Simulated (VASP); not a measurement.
# Pb (R-3m) in VASP: notebook

The runs below take Pb through single point, with LDA.

All numbers are computed with VASP 6.6.1; they aren't measurements. Logs are shortened: lines on timing, memory, paths and dates and some standing lists are left out, and cuts for length are marked.

### 1 The cell of the first run

Symmetry: R-3m, No. 166, trigonal system. The conventional cell has a = 4.912 Å, b = 4.912 Å, c = 11.675 Å, α = 90.00°, β = 90.00°, γ = 120.00°. Pb (site symmetry 3m) has 4 Pb at 2.92 to 3.00 Å within 3.8 Å.

### 2 Single point, LDA (equal xy, yz and zx shear strains of -2 %)

File INCAR:

```
SYSTEM = Pb
  PREC = Accurate
  ENCUT = 520
  EDIFF = 1E-6
  ISMEAR = -1
  SIGMA = 0.05
  LREAL = .False.
  LASPH = .True.
  NELM = 80
  ALGO = Normal
  ISIF = 2
  LWAVE = .False.
  LCHARG = .True.
  GGA = CA
  LELF = .True.
  LVHAR = .True.
  NBANDS = 21
```

File KPOINTS:

```
Automatic mesh
0
Gamma
  8 8 8
  0 0 0
```

File POSCAR:

```
Pb
1.0
   -0.0687800011      3.4046100549      3.4046100549
    3.4046100549     -0.0687800011      3.4046100549
    3.4046100549      3.4046100549     -0.0687800011
Pb
2
Direct
    0.0000000000      0.0000000000      0.0000000000
    0.2500000000      0.2500000000      0.2500000000
```

Potentials or basis: VASP PAW LDA potentials, release 64 (Pb_d).

On the command line:

```bash
$ cat potpaw_LDA.64/Pb_d/POTCAR > POTCAR
$ mpirun -np 1 vasp_std > vasp.out
```

OUTCAR:

```text
SYSTEM = Pb
   PREC = Accurate
   ENCUT = 520
   EDIFF = 1E-6
   ISMEAR = -1
   LREAL = .False.
   LASPH = .True.
   NELM = 80
   ISIF = 2
   GGA = CA

 ion  position               nearest neighbor table
   1  0.000  0.000  0.000-   2 2.92   2 3.00   2 3.00   2 3.00
   2  0.250  0.250  0.250-   1 2.92   1 3.00   1 3.00   1 3.00

  LATTYP: Found a trigonal (rhomboedric) cell.
 ALAT       =     4.8153369498
 COS(alpha) =     0.4797000918

  Lattice vectors:

 A1 = (  -0.0687800011,   3.4046100549,   3.4046100549)
 A2 = (   3.4046100549,  -0.0687800011,   3.4046100549)
 A3 = (   3.4046100549,   3.4046100549,  -0.0687800011)

Analysis of symmetry for initial positions (statically):
=====================================================================
 Subroutine PRICEL returns:
 Original cell was already a primitive cell.

 Routine SETGRP: Setting up the symmetry group for a
 trigonal (rhombohedral) supercell.

 Subroutine GETGRP returns: Found 12 space group operations
 (whereof  6 operations were pure point group operations)
 out of a pool of 12 trial point group operations.

The static configuration has the point symmetry C_3v.
 The point group associated with its full space group is D_3d.

Analysis of symmetry for dynamics (positions and initial velocities):
=====================================================================
 Subroutine PRICEL returns:
 Original cell was already a primitive cell.

 Routine SETGRP: Setting up the symmetry group for a
 trigonal (rhombohedral) supercell.

 Subroutine GETGRP returns: Found 12 space group operations
 (whereof  6 operations were pure point group operations)
 out of a pool of 12 trial point group operations.

The dynamic configuration has the point symmetry C_3v.
 The point group associated with its full space group is D_3d.

 Subroutine INISYM returns: Found 12 space group operations
 (whereof  6 operations are pure point group operations),
 and found     1 'primitive' translations

----------------------------------------------------------------------------------------

                                     Primitive cell

  volume of cell :      81.3196

  direct lattice vectors                    reciprocal lattice vectors
    -0.068780001  3.404610055  3.404610055    -0.142482690  0.145420478  0.145420478
     3.404610055 -0.068780001  3.404610055     0.145420478 -0.142482690  0.145420478
     3.404610055  3.404610055 -0.068780001     0.145420478  0.145420478 -0.142482690

  length of vectors
     4.815336950  4.815336950  4.815336950     0.250191022  0.250191022  0.250191022

  position of ions in fractional coordinates (direct lattice)
     0.000000000  0.000000000  0.000000000
     0.250000000  0.250000000  0.250000000

  ion indices of the primitive-cell ions
   primitive index   ion index
                 1           1
                 2           2

----------------------------------------------------------------------------------------

 KPOINTS: Automatic mesh

Automatic generation of k-mesh.
 Grid dimensions read from file:
 generate k-points for:    8    8    8

 Generating k-lattice:

  Cartesian coordinates                     Fractional coordinates (reciprocal lattice)
    -0.017810336  0.018177560  0.018177560     0.125000000  0.000000000  0.000000000
     0.018177560 -0.017810336  0.018177560     0.000000000  0.125000000  0.000000000
     0.018177560  0.018177560 -0.017810336     0.000000000  0.000000000  0.125000000

  Length of vectors
     0.031273878  0.031273878  0.031273878

  Shift w.r.t. Gamma in fractional coordinates (k-lattice)
     0.000000000  0.000000000  0.000000000

 Subroutine IBZKPT returns following result:
 ===========================================

 Found     65 irreducible k-points:

 Following reciprocal coordinates:
            Coordinates               Weight
  0.000000  0.000000  0.000000      1.000000
  0.125000  0.000000  0.000000      6.000000
  0.250000  0.000000  0.000000      6.000000
  0.375000  0.000000 -0.000000      6.000000
  0.500000  0.000000  0.000000      3.000000
  0.125000  0.125000 -0.000000      6.000000
[... 16 lines left out ...]
  0.250000  0.125000  0.125000      6.000000
  0.375000  0.125000  0.125000      6.000000
 [... further k-points ...]
   k-points           NKPTS =     65   k-points in BZ     NKDIM =     65   number of bands    NBANDS=     21
   number of dos      NEDOS =    301   number of ions     NIONS =      2
   total plane-waves  NPLWV =  46656
   dimension x,y,z NGX =    36 NGY =   36 NGZ =   36
   dimension x,y,z NGXF=    72 NGYF=   72 NGZF=   72
   ions per type =               2
   NGX,Y,Z   is equivalent  to a cutoff of  12.43, 12.43, 12.43 a.u.
   NGXF,Y,Z  is equivalent  to a cutoff of  24.86, 24.86, 24.86 a.u.
 SYSTEM =  Pb
   PREC   = accura    normal or accurate (medium, high low for compatibility)
   ISTART =      0    job   : 0-new  1-cont  2-samecut
   ICHARG =      2    charge: 1-file 2-atom 10-const
   ISPIN  =      1    spin polarized calculation?
   LNONCOLLINEAR =      F non collinear calculations
   LSORBIT =      F    spin-orbit coupling
   LASPH  =      T    aspherical Exc in radial PAW
   ENCUT  =  520.0 eV  38.22 Ry    6.18 a.u.   8.95  8.95  8.95*2*pi/ulx,y,z
   NELM   =     80;   NELMIN=  2; NELMDL= -5     # of ELM steps
   EDIFF  = 0.1E-05   stopping-criterion for ELM
   LREAL  =      F    real-space projection
   EDIFFG = 0.1E-04   stopping-criterion for IOM
   NSW    =      0    number of steps for IOM
   IBRION =     -1    ionic relax: 0-MD 1-quasi-New 2-CG
   NFREE  =      0    steps in history (QN), initial steepest desc. (CG)
   ISIF   =      2    stress and relaxation
   ISYM   =      2    0-nonsym 1-usesym 2-fastsym
   POTIM  = 0.5000    time-step for ionic-motion
   TEBEG  =    0.0;   TEEND  =   0.0 temperature during run
   PSTRESS=    0.0 pullay stress
   NELECT =      28.0000    total number of electrons
   NUPDOWN=      -1.0000    fix difference up-down
   EMIN   =  10.00;   EMAX   =-10.00  energy-range for DOS
   EFERMI =   0.00;   METHOD = LEGACY
   ISMEAR =    -1;   SIGMA  =   0.05  broadening in eV -4-tet -1-fermi 0-gaus
   EFERMI_NEDOS =   21; number of points for ismear=-14 and -15
   IALGO  =     38    algorithm
   IMIX   =      4    mixing-type and parameters
     AMIX     =   0.40;   BMIX     =  1.00
     AMIX_MAG =   1.60;   BMIX_MAG =  1.00
  volume/ion in A,a.u.               =      40.66       274.39
  Fermi-wavevector in a.u.,A,eV,Ry     =   1.147438  2.168343 17.913606  1.316613
  Thomas-Fermi vector in A             =   2.284117
   LORBIT       =      0    0 simple, 1 ext, 2 COOP (PROOUT), +10 PAW based schemes
   GGA     = CA    functional components
   LHFCALC =     F    Hartree Fock is set to
   AEXX    =    0.0000 exact exchange contribution
   IVDW    =     0    specifies the selected vdW correction
   LEPSILON=     F    determine dielectric tensor
   LRPA    =     F    only Hartree local field effects (RPA)
 non-spin polarized calculation
  energy-cutoff  :      520.00
  volume of cell :       81.32
 maximum number of plane-waves:      2206
   NGX = 17   NGY = 17   NGZ = 17

 number of electron      27.9999997 magnetization

 Free energy of the ion-electron system (eV)
  ---------------------------------------------------
  ext. energy  EPLUGINS =         0.00000000
  ---------------------------------------------------
  free energy    TOTEN  =        -7.87952139 eV

  energy without entropy =       -7.87532912  energy(sigma->0) =       -7.87742526

 E-fermi :   4.0946     XC(G=0):  -8.7642

 val. band max:        3.8294260374   @ k =   0.1250   0.1250  -0.0000
 cond. band min:       4.1069083784   @ k =   0.1250   0.0000   0.0000
 fundamental gap:      0.2774823410
 Fermi energy:         4.0945565723

 k-point     1 :       0.0000    0.0000    0.0000
  band No.  band energies     occupation
      1     -13.1568      2.00000
      2     -13.0789      2.00000
      3     -13.0789      2.00000
      4     -13.0253      2.00000
      5     -13.0253      2.00000
      6     -12.6100      2.00000
[... 13 lines left out ...]
     20      11.9333      0.00000
     21      11.9333      0.00000

 k-point     2 :       0.1250    0.0000    0.0000
  band No.  band energies     occupation
      1     -13.1655      2.00000
      2     -13.0970      2.00000
      3     -13.0775      2.00000
      4     -13.0070      2.00000
      5     -13.0031      2.00000
      6     -12.6254      2.00000
[... 13 lines left out ...]
     20      11.3014      0.00000
     21      11.4839      0.00000

 k-point     3 :       0.2500    0.0000    0.0000
  band No.  band energies     occupation
      1     -13.1792      2.00000
      2     -13.1185      2.00000
      3     -13.0725      2.00000
      4     -12.9743      2.00000
      5     -12.9724      2.00000
      6     -12.6443      2.00000
[... 13 lines left out ...]
     20      11.0754      0.00000
     21      11.3252      0.00000

 k-point     4 :       0.3750    0.0000   -0.0000
  band No.  band energies     occupation
      1     -13.1868      2.00000
      2     -13.1296      2.00000
      3     -13.0670      2.00000
      4     -12.9595      2.00000
      5     -12.9458      2.00000
      6     -12.6582      2.00000
[... 13 lines left out ...]
     20      11.6135      0.00000
     21      11.9568      0.00000

 k-point     5 :       0.5000    0.0000    0.0000
  band No.  band energies     occupation
      1     -13.1887      2.00000
      2     -13.1325      2.00000
      3     -13.0648      2.00000
      4     -12.9563      2.00000
      5     -12.9366      2.00000
      6     -12.6670      2.00000
[... 13 lines left out ...]
     20      11.8259      0.00000
     21      12.2592      0.00000

 k-point     6 :       0.1250    0.1250   -0.0000
  band No.  band energies     occupation
      1     -13.1639      2.00000
      2     -13.0979      2.00000
      3     -13.0922      2.00000
      4     -13.0069      2.00000
      5     -12.9787      2.00000
      6     -12.6687      2.00000
[... 13 lines left out ...]
     20      10.3524      0.00000
     21      12.2817      0.00000

 k-point     7 :       0.2500    0.1250   -0.0000
  band No.  band energies     occupation
      1     -13.1733      2.00000
      2     -13.1228      2.00000
      3     -13.0852      2.00000
      4     -12.9795      2.00000
      5     -12.9418      2.00000
      6     -12.7097      2.00000
[... 13 lines left out ...]
     20      10.4294      0.00000
     21      12.0385      0.00000
[... 291 lines left out ...]
      1     -13.2094      2.00000
      2     -13.1767      2.00000
      3     -13.0001      2.00000
      4     -12.8872      2.00000
      5     -12.8281      2.00000
      6     -12.8003      2.00000
[... 13 lines left out ...]
     20      12.2934      0.00000
     21      13.8765      0.00000

 k-point    21 :       0.5000    0.5000   -0.0000
  band No.  band energies     occupation
      1     -13.1960      2.00000
      2     -13.1537      2.00000
      3     -13.0051      2.00000
      4     -13.0027      2.00000
      5     -12.8047      2.00000
      6     -12.7803      2.00000
[... 13 lines left out ...]
     20      12.3348      0.00000
     21      14.2829      0.00000

 k-point    22 :       0.1250    0.1250    0.1250
  band No.  band energies     occupation
      1     -13.1519      2.00000
      2     -13.1007      2.00000
      3     -13.1007      2.00000
      4     -12.9947      2.00000
      5     -12.9947      2.00000
      6     -12.6334      2.00000
[... 13 lines left out ...]
     20      11.2664      0.00000
     21      11.2664      0.00000

 k-point    23 :       0.2500    0.1250    0.1250
  band No.  band energies     occupation
      1     -13.1576      2.00000
      2     -13.1242      2.00000
      3     -13.0934      2.00000
      4     -12.9820      2.00000
      5     -12.9573      2.00000
      6     -12.6719      2.00000
[... 13 lines left out ...]
     20      10.6198      0.00000
     21      10.9218      0.00000

 k-point    24 :       0.3750    0.1250    0.1250
  band No.  band energies     occupation
      1     -13.1768      2.00000
      2     -13.1401      2.00000
      3     -13.0729      2.00000
      4     -12.9566      2.00000
      5     -12.9274      2.00000
      6     -12.6947      2.00000
[... 13 lines left out ...]
     20      10.6390      0.00000
     21      11.9561      0.00000

 [... further k-points ...]
[... 5 lines left out ...]
  --------------------------------------------------------------------------------------
  -------------------------------------------------------------------------------------
  Total       -0.3336425     -0.3336425     -0.3336425      0.3666858      0.3666858      0.3666858
  in kB       -6.5734994     -6.5734994     -6.5734994      7.2245244      7.2245244      7.2245244
  external PRESSURE =      -6.5734994 kB  Pullay stress =       0.0000000 kB

 VOLUME and BASIS-vectors are now :
 -----------------------------------------------------------------------------
  energy-cutoff  :      520.00
  volume of cell :       81.32
      direct lattice vectors                 reciprocal lattice vectors
    -0.068780001  3.404610055  3.404610055    -0.142482690  0.145420478  0.145420478
     3.404610055 -0.068780001  3.404610055     0.145420478 -0.142482690  0.145420478
     3.404610055  3.404610055 -0.068780001     0.145420478  0.145420478 -0.142482690

 POSITION                                       TOTAL-FORCE (eV/Angst)
 -----------------------------------------------------------------------------------
      0.00000      0.00000      0.00000        -0.139925     -0.139925     -0.139925
      1.68511      1.68511      1.68511         0.139925      0.139925      0.139925
 -----------------------------------------------------------------------------------
    total drift:                                0.000000      0.000000      0.000000

  FREE ENERGIE OF THE ION-ELECTRON SYSTEM (eV)
  ---------------------------------------------------
  free  energy   TOTEN  =        -7.8795213898 eV

  energy  without entropy=       -7.8753291223  energy(sigma->0) =       -7.87742526
```

It took 26 s on 1 thread of Intel Xeon 6975P-C (Granite Rapids), shared host; peak memory 0.22 GiB.

What came out:

```yaml
Free_energy: -7.8795 eV
Pressure: -0.7 GPa
Largest_force: 0.242 eV/Å
Band_gap_on_the_k_mesh: zero (band 14 reaches 4.45 eV, above the bottom of band 15 at 3.19 eV)
```

Forces in eV/Å, atoms in the order of the input:
```
Pb  -0.140 -0.140 -0.140
Pb   0.140  0.140  0.140
```

Stress tensor (GPa, compression positive):
```
-0.66  0.72  0.72
 0.72 -0.66  0.72
 0.72  0.72 -0.66
```

Caveat: the cell differs from its parent crystal (equal xy, yz and zx shear strains of -2 %); spin-orbit coupling is left out, which moves the levels of the heavy elements.

### 3 Single point, LDA (equal xy, yz and zx shear strains of +1 %)

File INCAR:

```
PREC = Accurate
ENCUT = 520
EDIFF = 1E-7
ISMEAR = -1
SIGMA = 0.05
LREAL = False
LASPH = True
NELM = 80
ALGO = Normal
ISIF = 2
LWAVE = False
LCHARG = False
NBANDS = 21
```

File KPOINTS:

```
regular mesh
0
Gamma
  8 8 8
```

File POSCAR:

```
Pb
1.0
    0.0343900006      3.4561950558      3.4561950558
    3.4561950558      0.0343900006      3.4561950558
    3.4561950558      3.4561950558      0.0343900006
Pb
2
Direct
    0.0000000000      0.0000000000      0.0000000000
    0.2500000000      0.2500000000      0.2500000000
```

Potentials or basis: VASP PAW LDA potentials, release 64 (Pb_d).

On the command line:

```bash
$ cat potpaw_LDA.64/Pb_d/POTCAR > POTCAR
$ mpirun -np 1 vasp_std > vasp.out
```

Wall time 28 s (1 thread of Intel Xeon 6975P-C (Granite Rapids), shared host); peak memory 0.22 GiB.

Results (log left out):

- Free energy: -7.8878 eV
- Pressure: -0.7 GPa
- Largest force: 0.105 eV/Å
- Band gap on the k mesh: zero (band 14 reaches 4.45 eV, above the bottom of band 15 at 3.29 eV)

Forces on the atoms (eV/Å):
```
Pb   0.061  0.061  0.061
Pb  -0.061 -0.061 -0.061
```

Stress tensor (GPa, compression positive):
```
-0.70 -0.33 -0.33
-0.33 -0.70 -0.33
-0.33 -0.33 -0.70
```

Levels at points of the mesh, in eV from the Fermi level:
```csv
k point,band 10,band 11,band 12,band 13,band 14,band 15,band 16,band 17,band 18,band 19
"(0.00, 0.00, 0.00)",-16.66,-11.21,-4.00,0.34,0.36,0.36,2.24,2.40,2.40,3.99
"(0.50, 0.00, 0.00)",-16.60,-9.83,-7.19,-1.06,-0.82,-0.81,3.40,3.51,5.31,7.20
"(0.50, 0.50, 0.00)",-16.57,-8.59,-8.50,-2.06,-1.99,0.74,0.81,7.07,7.09,8.10
"(0.50, 0.50, 0.50)",-16.60,-9.93,-7.10,-0.99,-0.75,-0.75,3.50,3.50,5.36,7.06
```

Caveat: the cell differs from its parent crystal (equal xy, yz and zx shear strains of +1 %); spin-orbit coupling is left out, which moves the levels of the heavy elements.
